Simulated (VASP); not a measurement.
# ZnS: single point with PBE

Crystal: ZnS.

```xyz
2
Lattice="0.0068 2.7020 2.7020 2.7020 0.0068 2.7020 2.7088 2.7088 0.0000" Properties=species:S:1:pos:R:3 pbc="T T T"
Zn    1.3544    1.3544    1.3510
S     0.0000    0.0000    0.0000
```

| Quantity | Value |
| --- | --- |
| Program | VASP 6.6.1 |
| Task | single point |
| Functional | PBE |
| Potentials or basis | VASP PAW PBE potentials, release 64 (Zn, S) |
| Cutoff | 500 eV |
| k mesh | 6 × 6 × 6 |
| Occupations | gaussian, width 0.02 eV |
| Spin | no spin polarisation |

```json
{"Pressure": "1.8 GPa", "Largest force": "0.029 eV/Å", "Band gap on the k mesh": "2.10 eV, direct"}
```

Forces on the atoms (eV/Å):
```
Zn   0.000  0.000 -0.029
S    0.000  0.000  0.029
```

Stress tensor (GPa, compression positive):
```
 1.77 -0.35  0.00
-0.35  1.77  0.00
 0.00  0.00  1.77
```

Levels at points of the mesh, in eV from the valence-band top:
```csv
k point,band 5,band 6,band 7,band 8,band 9,band 10,band 11,band 12,band 13,band 14
"(0.00, 0.00, 0.00)",-5.85,-5.85,-0.02,-0.01,0.00,2.10,6.35,6.39,6.42,11.75
"(0.50, 0.00, 0.00)",-5.82,-5.65,-5.30,-0.89,-0.88,3.29,6.89,6.92,8.88,12.15
"(0.50, 0.50, 0.00)",-5.78,-5.64,-4.57,-2.25,-2.20,3.39,4.07,10.97,11.95,11.97
"(0.00, 0.00, 0.50)",-5.82,-5.65,-5.30,-0.87,-0.86,3.32,6.91,6.95,8.86,12.16
"(0.50, 0.00, 0.50)",-5.78,-5.64,-4.57,-2.23,-2.23,3.40,4.06,10.97,11.96,11.96
```

Run time: 16 s on 1 thread of Intel(R) Xeon(R) Platinum 8375C CPU @ 2.90GHz (Ice Lake) (shared host), peak memory 0.16 GiB.

Expect the measured gap to be larger: semilocal functionals such as PBE lack the derivative discontinuity.
